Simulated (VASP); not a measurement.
A run of VASP 6.6.1 is set up as follows.

INCAR

```
ALGO = Normal ; EDIFF = 1E-6
ENCUT = 520 ; GGA = PE
ISIF = 2 ; ISMEAR = 0
LASPH = T ; LCHARG = F
LREAL = F ; LWAVE = F
NBANDS = 15 ; NELM = 80
PREC = Accurate ; SIGMA = 0.1
```

Contents of KPOINTS:

```
k-points
0
Gamma
  4 4 6
```

POSCAR

```
MgW
1.0
    2.8418342000     -3.7716452900      0.0000000000
    2.8418342000      3.7716452900      0.0000000000
    0.0000000000      0.0000000000      3.2504928100
Mg W
1 1
Direct
    0.5000000000      0.5000000000      0.0000000000
    0.0000000000      0.0000000000      0.0000000000
```

Potentials or basis: VASP PAW PBE potentials, release 64 (Mg, W_sv).

Command:

```sh
$ cat potpaw_PBE.64/Mg/POTCAR potpaw_PBE.64/W_sv/POTCAR > POTCAR
$ mpirun -np 1 vasp_std > vasp.out
```

Q: What does it give for the pressure?

A: -13.5 GPa.

Q: Predict the band gap on the k mesh.

A: Zero (band 8 reaches 2.05 eV, above the bottom of band 9 at 1.34 eV).

Stress tensor (GPa, compression positive):
```
 -5.27   0.00   0.00
  0.00 -12.65   0.00
  0.00   0.00 -22.58
```

Caveat: spin-orbit coupling is left out, which moves the levels of the heavy elements.
